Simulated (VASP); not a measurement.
Crystal: HfGe3.

```
Hf Ge
1.0
     4.18939    0.00000    0.00000
     0.00000    4.18939    0.00000
     0.00000    0.00000    4.18939
Hf Ge
1 3
Cartesian
  0.0000 0.0000 0.0000
  0.0000 2.0947 2.0947
  2.0947 2.0947 0.0000
  2.0947 0.0000 2.0947
```

Base run:

- Program: VASP 6.6.1
- Functional: PBEsol
- Potentials or basis: VASP PAW PBE potentials, release 64 (Hf_pv, Ge_d)
- Cutoff: 520 eV
- k mesh: 8 × 8 × 8
- Occupations: gaussian, width 0.05 eV
- Spin: no spin polarisation

Its results: band gap on the k mesh zero (bands 26 and 27 overlap by 1.58 eV); pressure -4.6 GPa.

**Question.** The run is repeated on the same cell with these changes: functional from PBEsol to PBE. What comes out?

**Answer.** Band gap on the k mesh zero (bands 26 and 27 overlap by 1.60 eV); pressure -0.3 GPa.

PBE binds less tightly than PBEsol, so the same cell stands under more pressure.

Caveats: spin-orbit coupling is left out, which moves the levels of the heavy elements; the cell stands under tension (at least some runs); the PAW data sets were made with another functional, which shifts forces and pressure a little (at least some runs).
